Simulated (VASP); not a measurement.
InAs: single point with PBEsol

InAs:

```
In As
1.0
     0.00000    2.82658    2.82658
     2.82658    0.00000    2.82658
     2.82658    2.82658    0.00000
In As
1 1
Cartesian
  2.8266 2.8266 2.8266
  0.0000 0.0000 0.0000
```

```yaml
Program: VASP 6.6.1
Task: single point
Functional: PBEsol
Potentials_or_basis: VASP PAW PBE potentials, release 64 (In_d, As)
Cutoff: 500 eV
k_mesh: 12 × 12 × 12
Occupations: gaussian, width 0.1 eV
Spin: no spin polarisation
Dipole_correction: no
Further_INCAR_settings: ALGO = Normal; EDIFF = 1e-06; NBANDS = 16
```

```
Pressure               : 0.1 GPa
Band gap on the k mesh : zero (band 9 reaches 6.79 eV, above the bottom of band 10 at 3.97 eV)
```

Levels at points of the mesh, in eV from the Fermi level:
```csv
k point,band 5,band 6,band 7,band 8,band 9,band 10,band 11,band 12,band 13,band 14
"(0.00, 0.00, 0.00)",-14.22,-12.43,-0.28,-0.16,-0.16,-0.16,7.25,7.25,7.25,7.77
"(0.50, 0.00, 0.00)",-14.16,-10.58,-6.77,0.27,0.27,2.16,3.30,3.30,4.77,10.93
"(0.50, 0.50, 0.00)",-14.13,-9.54,-5.00,-2.88,-2.35,-2.35,3.78,9.64,9.64,10.49
```

Wall time 88 s on 1 thread of Intel Xeon 8259CL (shared host), peak memory 0.2 GiB.

Caveat: the PAW data sets were made with another functional, which shifts forces and pressure a little; spin-orbit coupling is left out, which moves the levels of the heavy elements.
